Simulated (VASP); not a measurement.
WS2: single point with PBEsol

The system is WS2.

```
W S
1.0
     1.54677    0.89303    6.03752
    -1.54677    0.89303    6.03752
     0.00000   -1.78605    6.03752
W S
1 2
Cartesian
  0.0000 0.0000 0.0000
  0.0000 0.0000 10.5234
  0.0000 0.0000 13.5898
```

| Quantity | Value |
| --- | --- |
| Program | VASP 6.6.1 |
| Task | single point |
| Functional | PBEsol |
| Potentials or basis | VASP PAW PBE potentials, release 64 (W_sv, S) |
| Cutoff | 520 eV |
| k mesh | 7 × 7 × 7 |
| Occupations | tetrahedron |
| Spin | non-collinear spin, zero start, spin-orbit coupling |
| Starting moments | [[0.0, 0.0, 0.0], [0.0, 0.0, 0.0], [0.0, 0.0, 0.0]] μB |
| Dipole correction | no |
| Further INCAR settings | ALGO = Normal; EDIFF = 1e-06; NBANDS = 39 |

```json
{"Pressure": "11.6 GPa", "Largest force": "1.517 eV/Å", "Net moment": "0.00 μB per cell", "Valence electrons inside the program's atomic spheres": "W 12.25; S 3.73, 3.74"}
```

Forces on the atoms (eV/Å):
```
W    0.000  0.000 -0.689
S    0.000  0.000 -0.827
S    0.000  0.000  1.517
```

Stress tensor (GPa, compression positive):
```
10.88  0.00  0.00
 0.00 10.88  0.00
 0.00  0.00 12.95
```

Moments on the atoms (μB; x, y, z):
```
W   0.00 0.00 0.00
S   0.00 0.00 0.00
S   0.00 0.00 0.00
```

Run time: 15 min on 1 thread of AMD EPYC 9R14 (Zen 4), with other jobs on the host, peak memory 0.78 GiB.

Caveat: the cell stands under pressure; the PAW data sets were made with another functional, which shifts forces and pressure a little.
